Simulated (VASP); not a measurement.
Al, 2 atoms in the cell. The typed cell holds 2 atoms: a = 3.848 Å, b = 3.848 Å, c = 2.869 Å, α = 90.00°, β = 131.97°, γ = 90.00°. 

| Item | Value |
| --- | --- |
| Program | VASP 6.6.1 |
| Task | single point |
| Functional | PBE |
| Potentials or basis | VASP PAW PBE potentials, release 64 (Al) |
| Cutoff | 520 eV |
| k mesh | 9 × 9 × 16 |
| Occupations | gaussian, width 0.1 eV |
| Spin | no spin polarisation |
| Dipole correction | no |
| Further INCAR settings | ALGO = Fast; EDIFF = 1e-06; NBANDS = 10 |

Potentials or basis: VASP PAW PBE potentials, release 64 (Al).

The run is started by

```console
$ cat potpaw_PBE.64/Al/POTCAR > POTCAR
$ mpirun -np 1 vasp_std > vasp.out
```

Hardware: 1 thread of Intel(R) Xeon(R) 6975P-C (Granite Rapids), with other jobs on the host.

Question: Estimate the wall time of this run.

Answer: Run time: 41 s on 1 thread of Intel(R) Xeon(R) 6975P-C (Granite Rapids), on a shared host, peak memory 0.21 GiB. Counts: scf iterations 10, k points 365.
